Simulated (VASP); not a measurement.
# CdO2 (P4_2/mnm) in VASP: single point with PBEsol

Aim: the single point of CdO2 with PBEsol.

Program: VASP 6.6.1. These are calculated values, not measurements. Logs are shortened: lines on timing, memory, paths and dates and some standing lists are left out, and cuts for length are marked.

**1. The cell of the first run**

Symmetry: P4_2/mnm, No. 136, tetragonal system. The conventional cell has a = 4.826 Å, b = 4.826 Å, c = 3.338 Å, α = 90.00°, β = 90.00°, γ = 90.00°. Within 2.8 Å of Cd (site symmetry mmm) lie 6 O at 2.09 to 2.15 Å. O (site symmetry m2m) has 3 Cd at 2.09 to 2.15 Å and 1 O at 2.53 Å within 2.8 Å.

**2. Single point, PBEsol**

File INCAR:

```
ALGO     = Normal         # electronic algorithm
EDIFF    = 1E-6           # SCF threshold, eV
ENCUT    = 700            # plane-wave cutoff, eV
GGA      = PS             # functional
GGA_COMPAT= False        
ISIF     = 2              # what is computed and relaxed
ISMEAR   = -1             # smearing method
LASPH    = True           # aspherical terms in the spheres
LCHARG   = False          # write CHGCAR
LREAL    = False          # projectors in reciprocal space
LWAVE    = False          # write WAVECAR
NBANDS   = 41             # bands
NELM     = 120            # most SCF steps
PREC     = Accurate       # precision mode
SIGMA    = 0.03           # smearing width, eV
```

File KPOINTS:

```
k-points
0
Gamma
  4 4 6
```

File POSCAR:

```
CdO2
1.0
    4.8257663048      0.0000000000      0.0000000000
    0.0000000000      4.8257663048      0.0000000000
    0.0000000000      0.0000000000      3.3381693965
Cd O
2 4
Direct
    0.5000000000      0.5000000000      0.5000000000
    0.0000000000      0.0000000000      0.0000000000
    0.6850033627      0.6850033627      0.0000000000
    0.8149966373      0.1850033627      0.5000000000
    0.3149966373      0.3149966373      0.0000000000
    0.1850033627      0.8149966373      0.5000000000
```

Potentials or basis: VASP PAW PBE potentials, release 64 (Cd_sv_GW, O).

The run is started by

```sh
> cat potpaw_PBE.64/Cd_sv_GW/POTCAR potpaw_PBE.64/O/POTCAR > POTCAR
> mpirun -np 1 vasp_std > vasp.out
```

OUTCAR:

```text
EDIFF = 1E-6
   ENCUT = 700
   GGA = PS
   ISIF = 2
   ISMEAR = -1
   LASPH = True
   LREAL = False
   NELM = 120
   PREC = Accurate

 ion  position               nearest neighbor table
   1  0.500  0.500  0.500-   3 2.09   5 2.09   3 2.09   5 2.09   4 2.15   6 2.15
   2  0.000  0.000  0.000-   4 2.09   6 2.09   4 2.09   6 2.09   5 2.15   3 2.15
   3  0.685  0.685  0.000-   1 2.09   1 2.09   2 2.15
   4  0.815  0.185  0.500-   2 2.09   2 2.09   1 2.15
   5  0.315  0.315  0.000-   1 2.09   1 2.09   2 2.15
   6  0.185  0.815  0.500-   2 2.09   2 2.09   1 2.15

  LATTYP: Found a simple tetragonal cell.
 ALAT       =     4.8257663048
 C/A-ratio  =     0.6917387179

  Lattice vectors:

 A1 = (   4.8257663048,   0.0000000000,   0.0000000000)
 A2 = (   0.0000000000,   4.8257663048,   0.0000000000)
 A3 = (   0.0000000000,   0.0000000000,   3.3381693965)

Analysis of symmetry for initial positions (statically):
=====================================================================
 Subroutine PRICEL returns:
 Original cell was already a primitive cell.

 Routine SETGRP: Setting up the symmetry group for a
 simple tetragonal supercell.

 Subroutine GETGRP returns: Found 16 space group operations
 (whereof  8 operations were pure point group operations)
 out of a pool of 16 trial point group operations.

The static configuration has the point symmetry D_2h.
 The point group associated with its full space group is D_4h.

Analysis of symmetry for dynamics (positions and initial velocities):
=====================================================================
 Subroutine PRICEL returns:
 Original cell was already a primitive cell.

 Routine SETGRP: Setting up the symmetry group for a
 simple tetragonal supercell.

 Subroutine GETGRP returns: Found 16 space group operations
 (whereof  8 operations were pure point group operations)
 out of a pool of 16 trial point group operations.

The dynamic configuration has the point symmetry D_2h.
 The point group associated with its full space group is D_4h.

 Subroutine INISYM returns: Found 16 space group operations
 (whereof  8 operations are pure point group operations),
 and found     1 'primitive' translations

----------------------------------------------------------------------------------------

                                     Primitive cell

  volume of cell :      77.7394

[... 96 lines left out ...]
   LREAL  =      F    real-space projection
   EDIFFG = 0.1E-04   stopping-criterion for IOM
   NSW    =      0    number of steps for IOM
   IBRION =     -1    ionic relax: 0-MD 1-quasi-New 2-CG
   NFREE  =      0    steps in history (QN), initial steepest desc. (CG)
   ISIF   =      2    stress and relaxation
   ISYM   =      2    0-nonsym 1-usesym 2-fastsym
   POTIM  = 0.5000    time-step for ionic-motion
   TEBEG  =    0.0;   TEEND  =   0.0 temperature during run
   PSTRESS=    0.0 pullay stress
   NELECT =      64.0000    total number of electrons
   NUPDOWN=      -1.0000    fix difference up-down
   EMIN   =  10.00;   EMAX   =-10.00  energy-range for DOS
   EFERMI =   0.00;   METHOD = LEGACY
   ISMEAR =    -1;   SIGMA  =   0.03  broadening in eV -4-tet -1-fermi 0-gaus
   EFERMI_NEDOS =   21; number of points for ismear=-14 and -15
   IALGO  =     38    algorithm
   IMIX   =      4    mixing-type and parameters
     AMIX     =   0.40;   BMIX     =  1.00
     AMIX_MAG =   1.60;   BMIX_MAG =  1.00
  volume/ion in A,a.u.               =      12.96        87.44
  Fermi-wavevector in a.u.,A,eV,Ry     =   1.534338  2.899479 32.030761  2.354195
  Thomas-Fermi vector in A             =   2.641280
   LORBIT       =      0    0 simple, 1 ext, 2 COOP (PROOUT), +10 PAW based schemes
   GGA     = PS    functional components
   LHFCALC =     F    Hartree Fock is set to
   AEXX    =    0.0000 exact exchange contribution
   IVDW    =     0    specifies the selected vdW correction
   LEPSILON=     F    determine dielectric tensor
   LRPA    =     F    only Hartree local field effects (RPA)
 non-spin polarized calculation
  energy-cutoff  :      700.00
  volume of cell :       77.74
 maximum number of plane-waves:      3307
 NGX is ok and might be reduce to    42
   NGX = 21   NGY = 21   NGZ = 15

 number of electron      64.0000008 magnetization

 Free energy of the ion-electron system (eV)
  ---------------------------------------------------
  ext. energy  EPLUGINS =         0.00000000
  ---------------------------------------------------
  free energy    TOTEN  =       -23.61229638 eV

  energy without entropy =      -23.59925390  energy(sigma->0) =      -23.60577514

 E-fermi :   2.0233     XC(G=0): -11.0806

 val. band max:        2.0013242195   @ k =   0.0000   0.0000   0.1667
 cond. band min:       2.0269872216   @ k =   0.5000   0.5000   0.3333
 fundamental gap:      0.0256630022
 Fermi energy:         2.0232771262

 k-point     1 :       0.0000    0.0000    0.0000
  band No.  band energies     occupation
      1     -98.9005      2.00000
      2     -98.9003      2.00000
      3     -60.0130      2.00000
      4     -60.0122      2.00000
      5     -59.9684      2.00000
      6     -59.9684      2.00000
[... 1045 lines left out ...]
     40      13.9245      0.00000
     41      14.5109      0.00000

------------------------ aborting loop because EDIFF is reached ----------------------------------------

  FORCE on cell =-STRESS in cart. coord.  units (eV):
  Direction    XX          YY          ZZ          XY          YZ          ZX
  --------------------------------------------------------------------------------------
  -------------------------------------------------------------------------------------
  Total       -0.0651800     -0.0651800      0.0410013      0.0000000      0.0000000      0.0000000
  in kB       -1.3433331     -1.3433331      0.8450201      0.0000000      0.0000000      0.0000000
  external PRESSURE =      -0.6138821 kB  Pullay stress =       0.0000000 kB

 VOLUME and BASIS-vectors are now :
 -----------------------------------------------------------------------------
  energy-cutoff  :      700.00
  volume of cell :       77.74
      direct lattice vectors                 reciprocal lattice vectors
     4.825766305  0.000000000  0.000000000     0.207220975  0.000000000  0.000000000
     0.000000000  4.825766305  0.000000000     0.000000000  0.207220975  0.000000000
     0.000000000  0.000000000  3.338169397     0.000000000  0.000000000  0.299565385

 POSITION                                       TOTAL-FORCE (eV/Angst)
 -----------------------------------------------------------------------------------
      2.41288      2.41288      1.66908        -0.000000      0.000000     -0.000000
      0.00000      0.00000      0.00000        -0.000000      0.000000     -0.000000
      3.30567      3.30567      0.00000         0.008150      0.008150     -0.000000
      3.93298      0.89278      1.66908        -0.008150      0.008150     -0.000000
      1.52010      1.52010      0.00000        -0.008150     -0.008150      0.000000
      0.89278      3.93298      1.66908         0.008150     -0.008150     -0.000000
 -----------------------------------------------------------------------------------
    total drift:                                0.000000     -0.000000     -0.000000

  FREE ENERGIE OF THE ION-ELECTRON SYSTEM (eV)
  ---------------------------------------------------
  free  energy   TOTEN  =       -23.6122963836 eV

  energy  without entropy=      -23.5992538968  energy(sigma->0) =      -23.60577514
```

OSZICAR:

```text
N       E                     dE             d eps       ncg     rms          rms(c)
DAV:   1     0.163713579307E+04    0.16371E+04   -0.40538E+04  2024   0.254E+03
DAV:   2     0.182787167784E+03   -0.14543E+04   -0.13565E+04  1969   0.853E+02
DAV:   3    -0.162850753775E+02   -0.19907E+03   -0.18984E+03  3108   0.369E+02
DAV:   4    -0.278875297313E+02   -0.11602E+02   -0.11425E+02  2976   0.117E+02
DAV:   5    -0.284147062756E+02   -0.52718E+00   -0.52675E+00  2768   0.234E+01    0.398E+01
DAV:   6    -0.241975625510E+02    0.42171E+01   -0.20981E+01  3280   0.117E+02    0.353E+01
DAV:   7    -0.236693035368E+02    0.52826E+00   -0.36107E+00  3096   0.364E+01    0.225E+01
DAV:   8    -0.237089496852E+02   -0.39646E-01   -0.10933E+00  3197   0.178E+01    0.400E+00
DAV:   9    -0.236116771140E+02    0.97273E-01   -0.27485E-01  3200   0.118E+01    0.658E-01
DAV:  10    -0.236123549816E+02   -0.67787E-03   -0.30462E-02  2819   0.140E+00    0.571E-01
DAV:  11    -0.236123012321E+02    0.53749E-04   -0.57104E-04  2958   0.391E-01    0.879E-02
DAV:  12    -0.236122958104E+02    0.54217E-05   -0.10598E-04  3290   0.135E-01    0.333E-02
DAV:  13    -0.236122969042E+02   -0.10938E-05   -0.89722E-06  2685   0.487E-02    0.581E-03
DAV:  14    -0.236122963836E+02    0.52064E-06   -0.15161E-06  1709   0.314E-02
   1 F= -.23612296E+02 E0= -.23605775E+02  d E =-.130425E-01
```

It took 2 min on 1 thread of Intel Xeon Platinum 8259CL at 2.50GHz (Skylake/Cascade Lake), shared host; peak memory 0.29 GiB.

What came out:

```
Free energy            : -23.6123 eV
Pressure               : -0.1 GPa
Largest force          : 0.012 eV/Å
Band gap on the k mesh : zero (bands 32 and 33 overlap by 0.90 eV)
```

Forces in eV/Å, atoms in the order of the input:
```
Cd   0.000  0.000  0.000
Cd   0.000  0.000  0.000
O    0.008  0.008  0.000
O   -0.008  0.008  0.000
O   -0.008 -0.008  0.000
O    0.008 -0.008  0.000
```

Caveat: the PAW data sets were made with another functional, which shifts forces and pressure a little.

The gap in the log of VASP goes by the Fermi energy; the results here count the filled bands.